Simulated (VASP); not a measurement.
Set up this calculation in VASP 6.6.1, as the native input.

```
Task                   : single point
Functional             : PBE
Potentials or basis    : VASP PAW PBE potentials, release 64 (Al, Au)
Cutoff                 : 520 eV
k mesh                 : 14 × 14 × 14
Occupations            : gaussian, width 0.1 eV
Spin                   : no spin polarisation
Dipole correction      : no
Further INCAR settings : ALGO = Normal; EDIFF = 1e-06; NBANDS = 16
```

The structure of Al2Au lies in POSCAR:

```
Al2Au
1.0
    0.0000000000      3.0310648436      3.0310648436
    3.0310648436      0.0000000000      3.0310648436
    3.0310648436      3.0310648436      0.0000000000
Al Au
2 1
Direct
    0.2500000000      0.2500000000      0.2500000000
    0.7500000000      0.7500000000      0.7500000000
    0.0000000000      0.0000000000      0.0000000000
```

These files were run (other wordings do the same):

INCAR

```
ALGO = Normal
EDIFF = 1E-6
ENCUT = 520
GGA = PE
ISIF = 2
ISMEAR = 0
LASPH = True
LCHARG = False
LREAL = False
LWAVE = False
NBANDS = 16
NELM = 60
PREC = Accurate
SIGMA = 0.1
```

KPOINTS

```
k-points
0
Gamma
  14 14 14
```

Potentials or basis: VASP PAW PBE potentials, release 64 (Al, Au).

Run with:

```console
$ cat potpaw_PBE.64/Al/POTCAR potpaw_PBE.64/Au/POTCAR > POTCAR
$ mpirun -np 1 vasp_std > vasp.out
```

It gave:

```yaml
Pressure: -0.3 GPa
```

Run time: 27 s on 1 thread of Intel(R) Xeon(R) 6975P-C (Granite Rapids) (shared host), peak memory 0.24 GiB.
